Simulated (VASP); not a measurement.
# Ba (Pm-3m) in VASP: further runs

Runs on Ba. Level: RPBE. Tasks: single point, relaxation of cell and atoms.

Program: VASP 6.6.1. These are calculated values, not measurements. Logs are shortened: lines on timing, memory, paths and dates and some standing lists are left out, and cuts for length are marked.

### 1 The cell of the first run

Symmetry: Pm-3m, No. 221, cubic system. The conventional cell has a = 3.162 Å, b = 3.162 Å, c = 3.162 Å, α = 90.00°, β = 90.00°, γ = 90.00°. Ba (site symmetry m-3m) has 6 Ba at 3.16 Å within 4.2 Å.

This isn't the form of Ba at room conditions, which is bcc.

### 2 Single point, RPBE

INCAR reads:

```
SYSTEM = Ba
  PREC = Accurate
  ENCUT = 520
  EDIFF = 1E-6
  ISMEAR = 0
  SIGMA = 0.1
  LREAL = .False.
  LASPH = .True.
  NELM = 80
  ALGO = Normal
  ISIF = 2
  LWAVE = .False.
  LCHARG = .False.
  GGA = RP
  NBANDS = 11
```

KPOINTS reads:

```
Automatic mesh
0
Gamma
  6 6 6
  0 0 0
```

POSCAR reads:

```
Ba
1.0
    3.1617239566      0.0000000000      0.0000000000
    0.0000000000      3.1617239566      0.0000000000
    0.0000000000      0.0000000000      3.1617239566
Ba
1
Direct
    0.0000000000      0.0000000000      0.0000000000
```

Potentials or basis: VASP PAW PBE potentials, release 64 (Ba_sv).

Started as:

```
$ cat potpaw_PBE.64/Ba_sv/POTCAR > POTCAR
$ mpirun -np 1 vasp_std > vasp.out
```

OUTCAR:

```text
SYSTEM = Ba
   PREC = Accurate
   ENCUT = 520
   EDIFF = 1E-6
   ISMEAR = 0
   LREAL = .False.
   LASPH = .True.
   NELM = 80
   ISIF = 2
   GGA = RP

 ion  position               nearest neighbor table
   1  0.000  0.000  0.000-

  LATTYP: Found a simple cubic cell.
 ALAT       =     3.1617239566

  Lattice vectors:

 A1 = (   3.1617239566,   0.0000000000,   0.0000000000)
 A2 = (   0.0000000000,   3.1617239566,   0.0000000000)
 A3 = (   0.0000000000,   0.0000000000,   3.1617239566)

Analysis of symmetry for initial positions (statically):
=====================================================================
 Subroutine PRICEL returns:
 Original cell was already a primitive cell.

 Routine SETGRP: Setting up the symmetry group for a
 simple cubic supercell.

 Subroutine GETGRP returns: Found 48 space group operations
 (whereof 48 operations were pure point group operations)
 out of a pool of 48 trial point group operations.

The static configuration has the point symmetry O_h .

Analysis of symmetry for dynamics (positions and initial velocities):
=====================================================================
 Subroutine PRICEL returns:
 Original cell was already a primitive cell.

 Routine SETGRP: Setting up the symmetry group for a
 simple cubic supercell.

 Subroutine GETGRP returns: Found 48 space group operations
 (whereof 48 operations were pure point group operations)
 out of a pool of 48 trial point group operations.

The dynamic configuration has the point symmetry O_h .

 Subroutine INISYM returns: Found 48 space group operations
 (whereof 48 operations are pure point group operations),
 and found     1 'primitive' translations

----------------------------------------------------------------------------------------

                                     Primitive cell

  volume of cell :      31.6062

  direct lattice vectors                    reciprocal lattice vectors
     3.161723957  0.000000000  0.000000000     0.316283146  0.000000000  0.000000000
     0.000000000  3.161723957  0.000000000     0.000000000  0.316283146  0.000000000
     0.000000000  0.000000000  3.161723957     0.000000000  0.000000000  0.316283146

  length of vectors
     3.161723957  3.161723957  3.161723957     0.316283146  0.316283146  0.316283146

  position of ions in fractional coordinates (direct lattice)
[... 76 lines left out ...]
   IBRION =     -1    ionic relax: 0-MD 1-quasi-New 2-CG
   NFREE  =      0    steps in history (QN), initial steepest desc. (CG)
   ISIF   =      2    stress and relaxation
   ISYM   =      2    0-nonsym 1-usesym 2-fastsym
   POTIM  = 0.5000    time-step for ionic-motion
   TEBEG  =    0.0;   TEEND  =   0.0 temperature during run
   PSTRESS=    0.0 pullay stress
   NELECT =      10.0000    total number of electrons
   NUPDOWN=      -1.0000    fix difference up-down
   EMIN   =  10.00;   EMAX   =-10.00  energy-range for DOS
   EFERMI =   0.00;   METHOD = LEGACY
   ISMEAR =     0;   SIGMA  =   0.10  broadening in eV -4-tet -1-fermi 0-gaus
   EFERMI_NEDOS =   21; number of points for ismear=-14 and -15
   IALGO  =     38    algorithm
   IMIX   =      4    mixing-type and parameters
     AMIX     =   0.40;   BMIX     =  1.00
     AMIX_MAG =   1.60;   BMIX_MAG =  1.00
  volume/ion in A,a.u.               =      31.61       213.29
  Fermi-wavevector in a.u.,A,eV,Ry     =   1.115538  2.108060 16.931418  1.244424
  Thomas-Fermi vector in A             =   2.252143
   LORBIT       =      0    0 simple, 1 ext, 2 COOP (PROOUT), +10 PAW based schemes
   GGA     = RP    functional components
   LHFCALC =     F    Hartree Fock is set to
   AEXX    =    0.0000 exact exchange contribution
   IVDW    =     0    specifies the selected vdW correction
   LEPSILON=     F    determine dielectric tensor
   LRPA    =     F    only Hartree local field effects (RPA)
 non-spin polarized calculation
 Gauss-broadening in eV      SIGMA  =   0.10
  energy-cutoff  :      520.00
  volume of cell :       31.61
 maximum number of plane-waves:       872
 NGX is ok and might be reduce to    24
   NGX = 11   NGY = 11   NGZ = 11

 number of electron      10.0000000 magnetization

 number of electron       9.9999999 magnetization

 Free energy of the ion-electron system (eV)
  ---------------------------------------------------
  ext. energy  EPLUGINS =         0.00000000
  ---------------------------------------------------
  free energy    TOTEN  =        -0.21351141 eV

  energy without entropy =       -0.20957992  energy(sigma->0) =       -0.21154567

 E-fermi :   5.0502     XC(G=0):  -9.8915

 val. band max:        4.9732978981   @ k =   0.1667   0.1667   0.1667
 cond. band min:       5.1762629029   @ k =   0.3333   0.1667   0.1667
 fundamental gap:      0.2029650048
 Fermi energy:         5.0502298592

 k-point     1 :       0.0000    0.0000    0.0000
  band No.  band energies     occupation
      1     -24.3851      2.00000
      2      -7.5709      2.00000
      3      -7.5709      2.00000
      4      -7.5709      2.00000
      5       2.8431      2.00000
      6       4.0728      2.00000
      7       4.0728      2.00000
      8      14.0088      0.00000
      9      14.0088      0.00000
     10      14.0088      0.00000
     11      17.3724      0.00000
[... 253 lines left out ...]
 k-point    20 :       0.5000    0.5000    0.5000
  band No.  band energies     occupation
      1     -22.7142      2.00000
      2      -9.9289      2.00000
      3      -9.9289      2.00000
      4      -9.9289      2.00000
      5       3.6593      2.00000
      6       3.6593      2.00000
      7       3.6593      2.00000
      8       8.9543      0.00000
      9      18.0807      0.00000
     10      18.0807      0.00000
     11      20.2425      0.00000

------------------------ aborting loop because EDIFF is reached ----------------------------------------

  FORCE on cell =-STRESS in cart. coord.  units (eV):
  Direction    XX          YY          ZZ          XY          YZ          ZX
  --------------------------------------------------------------------------------------
  -------------------------------------------------------------------------------------
  Total        3.5933006      3.5933006      3.5933006      0.0000000      0.0000000     -0.0000000
  in kB      182.1513049    182.1513049    182.1513049      0.0000000      0.0000000     -0.0000000
  external PRESSURE =     182.1513049 kB  Pullay stress =       0.0000000 kB

 VOLUME and BASIS-vectors are now :
 -----------------------------------------------------------------------------
  energy-cutoff  :      520.00
  volume of cell :       31.61
      direct lattice vectors                 reciprocal lattice vectors
     3.161723957  0.000000000  0.000000000     0.316283146  0.000000000  0.000000000
     0.000000000  3.161723957  0.000000000     0.000000000  0.316283146  0.000000000
     0.000000000  0.000000000  3.161723957     0.000000000  0.000000000  0.316283146

 POSITION                                       TOTAL-FORCE (eV/Angst)
 -----------------------------------------------------------------------------------
      0.00000      0.00000      0.00000         0.000000      0.000000      0.000000
 -----------------------------------------------------------------------------------
    total drift:                               -0.000000      0.000000      0.000000

  FREE ENERGIE OF THE ION-ELECTRON SYSTEM (eV)
  ---------------------------------------------------
  free  energy   TOTEN  =        -0.2135114065 eV

  energy  without entropy=       -0.2095799245  energy(sigma->0) =       -0.21154567
```

OSZICAR:

```text
N       E                     dE             d eps       ncg     rms          rms(c)
DAV:   1     0.575276810224E+02    0.57528E+02   -0.48275E+03   440   0.813E+02
DAV:   2     0.194467819593E+01   -0.55583E+02   -0.53202E+02   566   0.158E+02
DAV:   3    -0.305545660802E+00   -0.22502E+01   -0.21718E+01   559   0.292E+01
DAV:   4    -0.336786350453E+00   -0.31241E-01   -0.31212E-01   516   0.371E+00
DAV:   5    -0.337558474560E+00   -0.77212E-03   -0.77206E-03   589   0.462E-01    0.725E+00
DAV:   6    -0.250146856313E+00    0.87412E-01   -0.71117E-02   545   0.190E+00    0.400E+00
DAV:   7    -0.213624655187E+00    0.36522E-01   -0.85880E-02   563   0.226E+00    0.211E-01
DAV:   8    -0.213479335772E+00    0.14532E-03   -0.18714E-03   571   0.355E-01    0.518E-02
DAV:   9    -0.213509634886E+00   -0.30299E-04   -0.49895E-05   506   0.641E-02    0.161E-02
DAV:  10    -0.213511469976E+00   -0.18351E-05   -0.74602E-06   561   0.199E-02    0.333E-03
DAV:  11    -0.213511406460E+00    0.63515E-07   -0.39260E-07   320   0.471E-03
   1 F= -.21351141E+00 E0= -.21154567E+00  d E =-.393148E-02
```

stdout:

```text
POSCAR found type information on POSCAR Ba
 POSCAR found :  1 types and       1 ions
 scaLAPACK will be used
 -----------------------------------------------------------------------------
|                                                                             |
|                                                                             |
|     You enforced a specific xc type in the INCAR file but a different       |
|     I HOPE YOU KNOW WHAT YOU ARE DOING!                                     |
|                                                                             |
 -----------------------------------------------------------------------------

 LDA part: xc-table for (Slater+PW92), standard interpolation
 POSCAR, INCAR and KPOINTS ok, starting setup
 FFT: planning ... GRIDC
 FFT: planning ... GRID_SOFT
 FFT: planning ... GRID
 WAVECAR not read
 entering main loop
```

Run time: 3.9 s. Hardware: 1 thread of Intel Xeon 8259CL, shared host; peak memory 0.14 GiB.

What came out:

```
Free energy            : -0.2135 eV
Pressure               : 18.2 GPa
Band gap on the k mesh : zero (bands 5 and 6 overlap by 1.57 eV)
```

Caveat: the cell stands under pressure; the PAW data sets were made with another functional, which shifts forces and pressure a little; spin-orbit coupling is left out, which moves the levels of the heavy elements.

[end of part 1 of 2]

The gap in the log of VASP goes by the Fermi energy; the results here count the filled bands.